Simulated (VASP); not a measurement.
# BaTiO3 in VASP: a series of runs

Runs on BaTiO3. Level: PBE. Tasks: single point.

Everything below comes from runs of VASP 6.6.1. Logs are shortened: lines on timing, memory, paths and dates and some standing lists are left out, and cuts for length are marked.

## (1) The cell of the first run

It takes space group Amm2 (No. 38, orthorhombic). The conventional cell has a = 3.950 Å, b = 5.638 Å, c = 5.653 Å, α = 90.00°, β = 90.00°, γ = 90.00°. Within 3.6 Å of Ba (site symmetry mm2) lie 12 O at 2.75 to 2.90 Å and 8 Ti at 3.39 to 3.50 Å. Within 2.5 Å of Ti (site symmetry mm2) lie 6 O at 1.88 to 2.12 Å. Within 2.6 Å of O (site symmetry mm2) lie 2 Ti at 1.98 Å. Within 2.5 Å of O (site symmetry m) lie 2 Ti at 1.88 to 2.12 Å.

## (2) Single point, PBE (12.59 Å³/atom)

The input, INCAR:

```
SYSTEM = BaTiO3
  PREC = Accurate
  ENCUT = 520
  EDIFF = 1E-6
  ISMEAR = 0
  SIGMA = 0.02
  LREAL = .False.
  LASPH = .True.
  NELM = 80
  ALGO = Normal
  ISIF = 2
  LWAVE = .False.
  LCHARG = .True.
  GGA = PE
  LELF = .True.
  LVHAR = .True.
  NBANDS = 28
```

The input, KPOINTS:

```
regular mesh
0
Gamma
  8 8 8
  0 0 0
```

The input, POSCAR:

```
BaTiO3
1.0
    3.9501355446      0.0000000000      0.0000000000
    0.0000000000      2.8187803935      2.8265763969
    0.0000000000     -2.8187803935      2.8265763969
Ba Ti O
1 1 3
Direct
    0.0000000000      0.0052931155      0.0052931155
    0.5000000000      0.5171350154      0.5171350154
    0.0000000000      0.4923993189      0.4923993189
    0.5000000000      0.4940376738      0.9873548764
    0.5000000000      0.9873548764      0.4940376738
```

Potentials or basis: VASP PAW PBE potentials, release 64 (Ba_sv, Ti_sv, O).

Launch:

```bash
$ cat potpaw_PBE.64/Ba_sv/POTCAR potpaw_PBE.64/Ti_sv/POTCAR potpaw_PBE.64/O/POTCAR > POTCAR
$ mpirun -np 1 vasp_std > vasp.out
```

OUTCAR:

```text
SYSTEM = BaTiO3
   PREC = Accurate
   ENCUT = 520
   EDIFF = 1E-6
   ISMEAR = 0
   LREAL = .False.
   LASPH = .True.
   NELM = 80
   ISIF = 2
   GGA = PE

 ion  position               nearest neighbor table
   1  0.000  0.005  0.005-   3 2.75   4 2.78   5 2.78   4 2.78   5 2.78   3 2.82   3 2.82   5 2.84
                             4 2.84   5 2.84   4 2.84   3 2.90   2 3.39   2 3.39   2 3.44   2 3.44
   2  0.500  0.517  0.517-   4 1.88   5 1.88   3 1.98   3 1.98   5 2.12   4 2.12   1 3.39   1 3.39
                             1 3.44   1 3.44   1 3.44   1 3.44   1 3.50   1 3.50
   3  0.000  0.492  0.492-   2 1.98   2 1.98   1 2.75   1 2.82   1 2.82   1 2.90
   4  0.500  0.494  0.987-   2 1.88   2 2.12   1 2.78   1 2.78   1 2.84   1 2.84
   5  0.500  0.987  0.494-   2 1.88   2 2.12   1 2.78   1 2.78   1 2.84   1 2.84

  LATTYP: Found a base centered orthorhombic cell.
 ALAT       =     5.6375607870
 B/A-ratio  =     1.0027657364
 C/A-ratio  =     0.7006816767

  Lattice vectors:

 A1 = (   0.0000000000,   2.8187803935,  -2.8265763969)
 A2 = (   0.0000000000,   2.8187803935,   2.8265763969)
 A3 = (   3.9501355446,   0.0000000000,   0.0000000000)

Analysis of symmetry for initial positions (statically):
=====================================================================
 Subroutine PRICEL returns:
 Original cell was already a primitive cell.

 Routine SETGRP: Setting up the symmetry group for a
 base centered orthorhombic supercell.

 Subroutine GETGRP returns: Found  4 space group operations
 (whereof  4 operations were pure point group operations)
 out of a pool of  8 trial point group operations.

The static configuration has the point symmetry C_2v.

Analysis of symmetry for dynamics (positions and initial velocities):
=====================================================================
 Subroutine PRICEL returns:
 Original cell was already a primitive cell.

 Routine SETGRP: Setting up the symmetry group for a
 base centered orthorhombic supercell.

 Subroutine GETGRP returns: Found  4 space group operations
 (whereof  4 operations were pure point group operations)
 out of a pool of  8 trial point group operations.

The dynamic configuration has the point symmetry C_2v.

 Subroutine INISYM returns: Found  4 space group operations
 (whereof  4 operations are pure point group operations),
 and found     1 'primitive' translations

----------------------------------------------------------------------------------------

                                     Primitive cell

  volume of cell :      62.9454

  direct lattice vectors                    reciprocal lattice vectors
     3.950135545  0.000000000  0.000000000     0.253155870  0.000000000  0.000000000
     0.000000000  2.818780393  2.826576397     0.000000000  0.177381679  0.176892442
     0.000000000 -2.818780393  2.826576397     0.000000000 -0.177381679  0.176892442

  length of vectors
     3.950135545  3.991873875  3.991873875     0.253155870  0.250509872  0.250509872

  position of ions in fractional coordinates (direct lattice)
     0.000000000  0.005293116  0.005293116
     0.500000000  0.517135015  0.517135015
     0.000000000  0.492399319  0.492399319
     0.500000000  0.494037674  0.987354876
     0.500000000  0.987354876  0.494037674

  ion indices of the primitive-cell ions
   primitive index   ion index
                 1           1
                 2           2
                 3           3
                 4           4
                 5           5

----------------------------------------------------------------------------------------

 KPOINTS: regular mesh

Automatic generation of k-mesh.
 Grid dimensions read from file:
 generate k-points for:    8    8    8

 Generating k-lattice:

  Cartesian coordinates                     Fractional coordinates (reciprocal lattice)
     0.031644484  0.000000000  0.000000000     0.125000000  0.000000000  0.000000000
     0.000000000  0.022172710  0.022111555     0.000000000  0.125000000  0.000000000
     0.000000000 -0.022172710  0.022111555     0.000000000  0.000000000  0.125000000

  Length of vectors
     0.031644484  0.031313734  0.031313734

  Shift w.r.t. Gamma in fractional coordinates (k-lattice)
     0.000000000  0.000000000  0.000000000

 Subroutine IBZKPT returns following result:
 ===========================================

 Found    105 irreducible k-points:

 Following reciprocal coordinates:
            Coordinates               Weight
  0.000000  0.000000  0.000000      1.000000
  0.125000  0.000000  0.000000      2.000000
  0.250000  0.000000  0.000000      2.000000
  0.375000  0.000000  0.000000      2.000000
  0.500000  0.000000  0.000000      1.000000
  0.000000  0.125000  0.000000      4.000000
[... 16 lines left out ...]
  0.250000  0.500000  0.000000      4.000000
  0.375000  0.500000  0.000000      4.000000
 [... further k-points ...]
[... 40 lines left out ...]
  Fermi-wavevector in a.u.,A,eV,Ry     =   1.407473  2.659739 26.952885  1.980981
  Thomas-Fermi vector in A             =   2.529729
   LORBIT       =      0    0 simple, 1 ext, 2 COOP (PROOUT), +10 PAW based schemes
   GGA     = PE    functional components
   LHFCALC =     F    Hartree Fock is set to
   AEXX    =    0.0000 exact exchange contribution
   IVDW    =     0    specifies the selected vdW correction
   LEPSILON=     F    determine dielectric tensor
   LRPA    =     F    only Hartree local field effects (RPA)
 non-spin polarized calculation
 Gauss-broadening in eV      SIGMA  =   0.02
  energy-cutoff  :      520.00
  volume of cell :       62.95
 maximum number of plane-waves:      1743
 NGX is ok and might be reduce to    30
   NGX = 15   NGY = 15   NGZ = 15

 number of electron      40.0000001 magnetization

 Free energy of the ion-electron system (eV)
  ---------------------------------------------------
  ext. energy  EPLUGINS =         0.00000000
  ---------------------------------------------------
  free energy    TOTEN  =       -39.93415920 eV

  energy without entropy =      -39.93415920  energy(sigma->0) =      -39.93415920

 E-fermi :   4.2141     XC(G=0): -11.3480

 val. band max:        3.9750181299   @ k =   0.5000   0.5000   0.5000
 cond. band min:       6.0334741082   @ k =   0.0000   0.0000   0.0000
 fundamental gap:      2.0584559783
 Fermi energy:         4.2141147585

 k-point     1 :       0.0000    0.0000    0.0000
  band No.  band energies     occupation
      1     -52.4153      2.00000
      2     -28.6740      2.00000
      3     -28.6718      2.00000
      4     -28.6403      2.00000
      5     -20.8180      2.00000
      6     -12.9545      2.00000
[... 20 lines left out ...]
     27       9.1012      0.00000
     28      11.5263      0.00000

 k-point     2 :       0.1250    0.0000    0.0000
  band No.  band energies     occupation
      1     -52.4151      2.00000
      2     -28.6737      2.00000
      3     -28.6715      2.00000
      4     -28.6495      2.00000
      5     -20.7982      2.00000
      6     -12.9659      2.00000
[... 20 lines left out ...]
     27       9.4067      0.00000
     28      11.9083      0.00000

 k-point     3 :       0.2500    0.0000    0.0000
  band No.  band energies     occupation
      1     -52.4146      2.00000
      2     -28.6728      2.00000
      3     -28.6723      2.00000
      4     -28.6701      2.00000
      5     -20.7496      2.00000
      6     -13.0459      2.00000
[... 20 lines left out ...]
     27      10.1581      0.00000
     28      12.4192      0.00000

 k-point     4 :       0.3750    0.0000    0.0000
  band No.  band energies     occupation
      1     -52.4142      2.00000
      2     -28.6940      2.00000
      3     -28.6719      2.00000
      4     -28.6696      2.00000
      5     -20.6999      2.00000
      6     -13.1683      2.00000
[... 578 lines left out ...]
     27      11.9311      0.00000
     28      12.5152      0.00000

 k-point    23 :       0.2500    0.5000    0.0000
  band No.  band energies     occupation
      1     -52.4135      2.00000
      2     -28.7269      2.00000
      3     -28.6699      2.00000
      4     -28.6683      2.00000
      5     -20.6447      2.00000
      6     -12.9440      2.00000
[... 20 lines left out ...]
     27      12.6177      0.00000
     28      12.8588      0.00000

 k-point    24 :       0.3750    0.5000    0.0000
  band No.  band energies     occupation
      1     -52.4131      2.00000
      2     -28.7254      2.00000
      3     -28.6903      2.00000
      4     -28.6686      2.00000
      5     -20.6129      2.00000
      6     -12.7255      2.00000
[... 20 lines left out ...]
     27      12.1260      0.00000
     28      13.6797      0.00000

 [... further k-points ...]

------------------------ aborting loop because EDIFF is reached ----------------------------------------

  FORCE on cell =-STRESS in cart. coord.  units (eV):
  Direction    XX          YY          ZZ          XY          YZ          ZX
  --------------------------------------------------------------------------------------
  -------------------------------------------------------------------------------------
  Total        3.5944521      3.5781454      3.5487532      0.0000000      0.0000000      0.0000000
  in kB       91.4911990     91.0761361     90.3280041      0.0000000      0.0000000      0.0000000
  external PRESSURE =      90.9651131 kB  Pullay stress =       0.0000000 kB

 VOLUME and BASIS-vectors are now :
 -----------------------------------------------------------------------------
  energy-cutoff  :      520.00
  volume of cell :       62.95
      direct lattice vectors                 reciprocal lattice vectors
     3.950135545  0.000000000  0.000000000     0.253155870  0.000000000  0.000000000
     0.000000000  2.818780393  2.826576397     0.000000000  0.177381679  0.176892442
     0.000000000 -2.818780393  2.826576397     0.000000000 -0.177381679  0.176892442

 POSITION                                       TOTAL-FORCE (eV/Angst)
 -----------------------------------------------------------------------------------
      0.00000      0.00000      0.02992         0.000000      0.000000     -0.029873
      1.97507      0.00000      2.92344         0.000000      0.000000     -0.055190
      0.00000      0.00000      2.78361         0.000000      0.000000      0.015975
      1.97507     -1.39055      4.18727         0.000000     -0.020834      0.034544
      1.97507      1.39055      4.18727         0.000000      0.020834      0.034544
 -----------------------------------------------------------------------------------
    total drift:                                0.000000      0.000001      0.000280

  FREE ENERGIE OF THE ION-ELECTRON SYSTEM (eV)
  ---------------------------------------------------
  free  energy   TOTEN  =       -39.9341592024 eV

  energy  without entropy=      -39.9341592024  energy(sigma->0) =      -39.93415920
```

It took 94 s on 1 thread of Intel Xeon 6975P-C (Granite Rapids), shared host; peak memory 0.3 GiB.

Results:

| Item | Value |
| --- | --- |
| Free energy | -39.9342 eV |
| Pressure | 9.1 GPa |
| Largest force | 0.055 eV/Å |
| Band gap on the k mesh | 2.06 eV (least direct gap 2.35 eV) |

Forces in eV/Å, atoms in the order of the input:
```
Ba   0.000  0.000 -0.030
Ti   0.000  0.000 -0.055
O    0.000  0.000  0.016
O    0.000 -0.021  0.035
O    0.000  0.021  0.035
```

Caveat: the cell stands under pressure; spin-orbit coupling is left out, which moves the levels of the heavy elements.

## (3) Single point, PBE (12.99 Å³/atom)

This run uses another cell than the first one, of 12.99 Å³/atom.

The input, INCAR:

```
SYSTEM = BaTiO3
PREC     = Accurate       ! precision mode
ENCUT    = 520            ! plane-wave cutoff, eV
EDIFF    = 1E-6           ! SCF threshold, eV
ISMEAR   = 0              ! smearing method
SIGMA    = 0.02           ! smearing width, eV
LREAL    = .FALSE.        ! projectors in reciprocal space
LASPH    = .TRUE.         ! aspherical terms in the spheres
NELM     = 80             ! most SCF steps
ALGO     = Normal         ! electronic algorithm
ISIF     = 2              ! what is computed and relaxed
LWAVE    = .FALSE.        ! write WAVECAR
LCHARG   = .FALSE.        ! write CHGCAR
GGA      = PE             ! functional
NBANDS   = 28             ! bands
```

The input, KPOINTS:

```
regular mesh
0
G
  8 8 8
  0 0 0
```

The input, POSCAR:

```
BaTiO3
1.0
    3.9641013814      0.0000000000      0.0000000000
    0.0000000000      2.8545162817      2.8701234135
    0.0000000000     -2.8545162817      2.8701234135
Ba Ti O
1 1 3
Direct
    0.0000000000      0.0083011732      0.0083011732
    0.5000000000      0.5229401533      0.5229401533
    0.0000000000      0.4897315629      0.4897315629
    0.5000000000      0.4934957114      0.9817513992
    0.5000000000      0.9817513992      0.4934957114
```

Potentials or basis: VASP PAW PBE potentials, release 64 (Ba_sv, Ti_sv, O).

Launch:

```bash
$ cat potpaw_PBE.64/Ba_sv/POTCAR potpaw_PBE.64/Ti_sv/POTCAR potpaw_PBE.64/O/POTCAR > POTCAR
$ mpirun -np 1 vasp_std > vasp.out
```

Run time: 95 s. Hardware: 1 thread of Intel Xeon 6975P-C (Granite Rapids), shared host; peak memory 0.3 GiB.

It converged, with:

| Property | Result |
| --- | --- |
| Free energy | -40.0172 eV |
| Pressure | 4.9 GPa |
| Largest force | 0.073 eV/Å |
| Band gap on the k mesh | 2.20 eV (least direct gap 2.63 eV) |

Forces on the atoms (eV/Å):
```
Ba   0.000  0.000 -0.038
Ti   0.000  0.000 -0.073
O    0.000  0.000  0.021
O    0.000 -0.032  0.045
O    0.000  0.032  0.045
```

Stress tensor (GPa, compression positive):
```
4.91 0.00 0.00
0.00 4.87 0.00
0.00 0.00 4.78
```

Levels at points of the mesh, in eV from the valence-band top:
```
           k point  band 18  band 19  band 20  band 21  band 22  band 23
(0.00, 0.00, 0.00)    -0.55    -0.52    -0.43     2.20     2.43     2.49
(0.50, 0.00, 0.00)    -1.56    -1.20    -1.06     2.60     3.65     3.84
(0.00, 0.50, 0.00)    -1.70    -0.96    -0.79     2.43     3.71     3.73
(0.50, 0.50, 0.00)    -0.95    -0.92    -0.09     3.75     3.77     4.11
(0.00, 0.50, 0.50)    -0.94    -0.86    -0.27     3.70     3.76     4.02
(0.50, 0.50, 0.50)    -0.19    -0.02     0.00     4.23     4.27     4.39
```

Caveat: the cell stands under pressure; spin-orbit coupling is left out, which moves the levels of the heavy elements. A k mesh can miss the band edges.

## (4) Single point, PBE (11.79 Å³/atom)

This run uses another cell than the first one, of 11.79 Å³/atom.

The input, INCAR:

```
PREC = Accurate ; ENCUT = 520
EDIFF = 1E-7 ; ISMEAR = 0
SIGMA = 0.02 ; LREAL = F
LASPH = T ; NELM = 80
ALGO = Normal ; ISIF = 2
LWAVE = F ; LCHARG = T
GGA = PE ; LELF = T
LVHAR = T ; NBANDS = 28
```

The input, KPOINTS:

```
regular mesh
0
Gamma
  8 8 8
```

The input, POSCAR:

```
BaTiO3
1.0
    3.8904089394      0.0000000000      0.0000000000
    0.0000000000      2.7518694326      2.7521094949
    0.0000000000     -2.7518694326      2.7521094949
Ba Ti O
1 1 3
Direct
    0.0000000000     -0.0007434577     -0.0007434577
    0.5000000000      0.4992862886      0.4992862886
    0.0000000000      0.4992277114      0.4992277114
    0.5000000000      0.4992268542      0.9992226034
    0.5000000000      0.9992226034      0.4992268542
```

Launch:

```bash
$ cat potpaw_PBE.64/Ba_sv/POTCAR potpaw_PBE.64/Ti_sv/POTCAR potpaw_PBE.64/O/POTCAR > POTCAR
$ mpirun -np 1 vasp_std > vasp.out
```

Wall time 95 s (1 thread of AMD EPYC 9R45 (Zen 5), shared host); peak memory 0.27 GiB.

Results (log left out):

```yaml
Free_energy: -39.5614 eV
Pressure: 22.1 GPa
Band_gap_on_the_k_mesh: 1.91 eV (least direct gap 1.96 eV)
```

Stress tensor (GPa, compression positive):
```
22.17  0.00  0.00
 0.00 22.07  0.00
 0.00  0.00 22.04
```

Levels at points of the mesh, in eV from the valence-band top:
| k point | band 18 | band 19 | band 20 | band 21 | band 22 | band 23 |
| --- | --- | --- | --- | --- | --- | --- |
| (0.00, 0.00, 0.00) | -0.05 | -0.05 | -0.05 | 1.91 | 1.91 | 1.91 |
| (0.50, 0.00, 0.00) | -1.93 | -0.70 | -0.70 | 2.11 | 3.93 | 3.93 |
| (0.00, 0.50, 0.00) | -1.92 | -0.70 | -0.70 | 2.11 | 3.92 | 3.92 |
| (0.50, 0.50, 0.00) | -0.81 | -0.81 | -0.10 | 3.94 | 3.94 | 4.38 |
| (0.00, 0.50, 0.50) | -0.81 | -0.81 | -0.10 | 3.94 | 3.94 | 4.38 |
| (0.50, 0.50, 0.50) | 0.00 | 0.00 | 0.00 | 4.71 | 4.71 | 4.71 |

Caveat: the cell stands under pressure; spin-orbit coupling is left out, which moves the levels of the heavy elements. A k mesh can miss the band edges.

## (5) Single point, PBE (12.19 Å³/atom)

This run uses another cell than the first one, of 12.19 Å³/atom.

The input, INCAR:

```
PREC = Accurate
ENCUT = 520
EDIFF = 1E-6
ISMEAR = 0
SIGMA = 0.02
LREAL = F
LASPH = T
NELM = 60
ALGO = Normal
ISIF = 2
LWAVE = F
LCHARG = F
GGA = PE
NBANDS = 28
```

KPOINTS is that of step 4.

The input, POSCAR:

```
BaTiO3
1.0
    3.9281352832      0.0000000000      0.0000000000
    0.0000000000      2.7839240077      2.7861448730
    0.0000000000     -2.7839240077      2.7861448730
Ba Ti O
1 1 3
Direct
    0.0000000000      0.0021340800      0.0021340800
    0.5000000000      0.5089289639      0.5089289639
    0.0000000000      0.4956607247      0.4956607247
    0.5000000000      0.4959256038      0.9935706274
    0.5000000000      0.9935706274      0.4959256038
```

Launch:

```bash
$ cat potpaw_PBE.64/Ba_sv/POTCAR potpaw_PBE.64/Ti_sv/POTCAR potpaw_PBE.64/O/POTCAR > POTCAR
$ mpirun -np 1 vasp_std > vasp.out
```

It took 74 s on 1 thread of AMD EPYC 9R45 (Zen 5), shared host; peak memory 0.27 GiB.

The run converged. Its results:

* Free energy: -39.7892 eV
* Pressure: 14.6 GPa
* Largest force: 0.025 eV/Å
* Band gap on the k mesh: 1.93 eV (least direct gap 2.07 eV)

Forces in eV/Å, atoms in the order of the input:
```
Ba   0.000  0.000 -0.017
Ti   0.000  0.000 -0.025
O    0.000  0.000  0.006
O    0.000 -0.011  0.017
O    0.000  0.011  0.017
```

Levels at points of the mesh, in eV from the valence-band top:
| k point | band 17 | band 18 | band 19 | band 20 | band 21 | band 22 | band 23 | band 24 |
| --- | --- | --- | --- | --- | --- | --- | --- | --- |
| (0.00, 0.00, 0.00) | -1.18 | -0.18 | -0.17 | -0.15 | 1.93 | 1.97 | 2.01 | 4.34 |
| (0.50, 0.00, 0.00) | -1.86 | -1.81 | -0.81 | -0.77 | 2.17 | 3.78 | 3.81 | 4.36 |
| (0.00, 0.50, 0.00) | -1.90 | -1.85 | -0.75 | -0.72 | 2.12 | 3.79 | 3.80 | 4.35 |
| (0.50, 0.50, 0.00) | -1.69 | -0.85 | -0.85 | -0.10 | 3.81 | 3.81 | 4.23 | 5.21 |
| (0.00, 0.50, 0.50) | -1.67 | -0.84 | -0.83 | -0.13 | 3.80 | 3.81 | 4.22 | 5.26 |
| (0.50, 0.50, 0.50) | -2.37 | -0.03 | 0.00 | 0.00 | 4.50 | 4.51 | 4.53 | 6.91 |

Caveat: the cell stands under pressure; spin-orbit coupling is left out, which moves the levels of the heavy elements. A k mesh can miss the band edges.

## (6) Overview

| cell | gap on the mesh (eV) | pressure (GPa) | largest force (eV/Å) |
| --- | --- | --- | --- |
| a = 3.950, b = 3.992, c = 3.992 Å, angles 89.8, 90.0, 90.0°, 5 atoms, atomic positions A | 2.06 | 9.1 | 0.06 |
| a = 3.964, b = 4.048, c = 4.048 Å, angles 89.7, 90.0, 90.0°, 5 atoms, atomic positions B | 2.20 | 4.9 | 0.07 |
| a = 3.890, b = 3.892, c = 3.892 Å, 5 atoms, atomic positions C | 1.91 | 22.1 | - |
| a = 3.928, b = 3.939, c = 3.939 Å, 5 atoms, atomic positions D | 1.93 | 14.6 | 0.02 |

Alike in all rows: task single point; level PBE; potentials or basis VASP PAW PBE potentials, release 64 (Ba_sv, Ti_sv, O); no spin polarisation; k mesh 8 × 8 × 8; cutoff (eV) 520; smearing gaussian 0.02 eV.

Caveats: the cell stands under pressure; spin-orbit coupling is left out, which moves the levels of the heavy elements.

Absolute energies hang on the potentials; compare differences alone.
